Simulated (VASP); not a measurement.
Ni: single point with PBE

Crystal: Ni.

```
Ni
1.0
    -1.38741    1.38741    1.38741
     1.38741   -1.38741    1.38741
     1.38741    1.38741   -1.38741
Ni
1
Direct
  0.00000 0.00000 0.00000
```

```yaml
Program: VASP 6.6.1
Task: single point
Functional: PBE
Potentials_or_basis: VASP PAW PBE potentials, release 64 (Ni)
Cutoff: 520 eV
k_mesh: 55 × 55 × 55
Occupations: fermi-dirac, width 0.0612256 eV
Spin: no spin polarisation
Dipole_correction: no
Further_INCAR_settings: ALGO = Normal; EDIFF = 1e-07; NBANDS = 11
```

```yaml
Pressure: 4.0 GPa
Band_gap_on_the_k_mesh: zero (band 5 reaches 9.84 eV, above the bottom of band 6 at 8.79 eV)
```

Levels at points of the mesh, in eV from the Fermi level:
```tsv
k point	band 1	band 2	band 3	band 4	band 5	band 6	band 7	band 8	band 9	band 10
(0.00, 0.00, 0.00)	-8.94	-1.93	-1.93	-1.93	-0.57	-0.57	26.68	26.68	26.68	31.71
```

It took 2.7 min on 1 thread of Intel(R) Xeon(R) 6975P-C (Granite Rapids), with other jobs on the host, peak memory 0.59 GiB.

Caveat: the run has no spin polarisation, though such a crystal can be magnetic. Spin polarisation is off, so any magnetic state and its effect on volume and gap are missing.
